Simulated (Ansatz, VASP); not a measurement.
MgS: VASP beside Ansatz

File INCAR:

```
SYSTEM = MgS
  PREC = Accurate
  ENCUT = 520
  EDIFF = 1E-7
  ISMEAR = -1
  SIGMA = 0.05
  LREAL = .False.
  LASPH = .True.
  NELM = 80
  ALGO = Normal
  ISIF = 2
  LWAVE = .False.
  LCHARG = .False.
  GGA = PE
  NBANDS = 11
```

The input KPOINTS:

```
Automatic mesh
0
Gamma
  8 8 8
  0 0 0
```

Contents of POSCAR:

```
MgS
1.0
    0.0000000000      2.8331200468      2.8331200468
    2.8331200468      0.0000000000      2.8331200468
    2.8331200468      2.8331200468      0.0000000000
S Mg
1 1
Direct
    0.2500000000      0.2500000000      0.2500000000
    0.0000000000      0.0000000000      0.0000000000
```

The input input.yaml:

```yaml
crystal:
  lattice:
    - [0.0, 2.8331200468, 2.8331200468]
    - [2.8331200468, 0.0, 2.8331200468]
    - [2.8331200468, 2.8331200468, 0.0]
  atoms:
    - { symbol: S, position: [0.25, 0.25, 0.25] }
    - { symbol: Mg, position: [0.0, 0.0, 0.0] }
kpoints:
  mp_grid: { grid: [8, 8, 8] }
scf:
  occupations: { method: fermi_dirac, width: 0.05 }
hamiltonian:
  xc: pbe
  pseudopotentials: { kind: all_electron, lapw: { basis_error: 0.0005 } }
output:
  forces: true
  stress: true
  eigenvalues: true
```

Alike in both runs: task single point; functional PBE; k mesh 8 × 8 × 8; occupations fermi-dirac, width 0.05 eV; no spin polarisation.

```csv
,VASP,Ansatz
version,VASP 6.6.1,Ansatz 0.2.0
potentials or method,"VASP PAW PBE potentials, release 64 (S, Mg), cutoff 520 eV","all-electron LAPW, scalar-relativistic"
```

VASP gave:

- gap on the k mesh at the Fermi level (eV): 3.45
- least direct gap on the mesh (eV): 3.45
- pressure (GPa): 0.8

Question: Estimate Ansatz's values.

Answer: gap on the k mesh at the Fermi level (eV): 3.45; least direct gap on the mesh (eV): 3.45; pressure (GPa): 0.9.

Ansatz ran all-electron here, and VASP with PAW potentials.
